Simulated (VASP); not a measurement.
Wanted: the native input for a VASP 6.6.1 run.

* Task: single point
* Functional: PBEsol
* Potentials or basis: VASP PAW PBE potentials, release 64 (Mg, O)
* Cutoff: 520 eV
* k mesh: 9 × 9 × 6
* Occupations: gaussian, width 0.05 eV
* Spin: no spin polarisation
* Dipole correction: no
* Further INCAR settings: ALGO = Normal; EDIFF = 1e-07; NBANDS = 16

The structure of MgO lies in POSCAR:

```
MgO
1.0
    3.4947663863      0.0000000000      0.0000000000
   -1.7473831932      3.0265564708      0.0000000000
    0.0000000000      0.0000000000      4.1947132299
Mg O
2 2
Direct
    0.6586046991      0.3172093983      0.7500000000
    0.3413953009      0.6827906017      0.2500000000
    0.6726026025      0.3452052050      0.2500000000
    0.3273973975      0.6547947950      0.7500000000
```

This cell differs from its parent crystal: mode 5 frozen in at -0.049 Å, strain +e along z and -e/2 along x and y +0.0000.

The input as run:

INCAR

```
SYSTEM = MgO
PREC     = Accurate       ! precision mode
ENCUT    = 520            ! plane-wave cutoff, eV
EDIFF    = 1E-7           ! SCF threshold, eV
ISMEAR   = 0              ! smearing method
SIGMA    = 0.05           ! smearing width, eV
LREAL    = .False.        ! projectors in reciprocal space
LASPH    = .True.         ! aspherical terms in the spheres
NELM     = 60             ! most SCF steps
ALGO     = Normal         ! electronic algorithm
ISIF     = 2              ! what is computed and relaxed
LWAVE    = .False.        ! write WAVECAR
LCHARG   = .False.        ! write CHGCAR
GGA      = PS             ! functional
NBANDS   = 16             ! bands
```

KPOINTS

```
Automatic mesh
0
Gamma
  9 9 6
  0 0 0
```

Potentials or basis: VASP PAW PBE potentials, release 64 (Mg, O).

Command:

```bash
$ cat potpaw_PBE.64/Mg/POTCAR potpaw_PBE.64/O/POTCAR > POTCAR
$ mpirun -np 1 vasp_std > vasp.out
```

Results of the run:

- Pressure: -0.4 GPa
- Largest force: 0.388 eV/Å
- Band gap on the k mesh: 3.25 eV, direct

Caveat: the cell differs from its parent crystal (mode 5 frozen in at -0.049 Å, strain +e along z and -e/2 along x and y +0.0000); the PAW data sets were made with another functional, which shifts forces and pressure a little.

It took 26 s on 1 thread of Intel(R) Xeon(R) 6975P-C (Granite Rapids), on a shared host, peak memory 0.2 GiB.
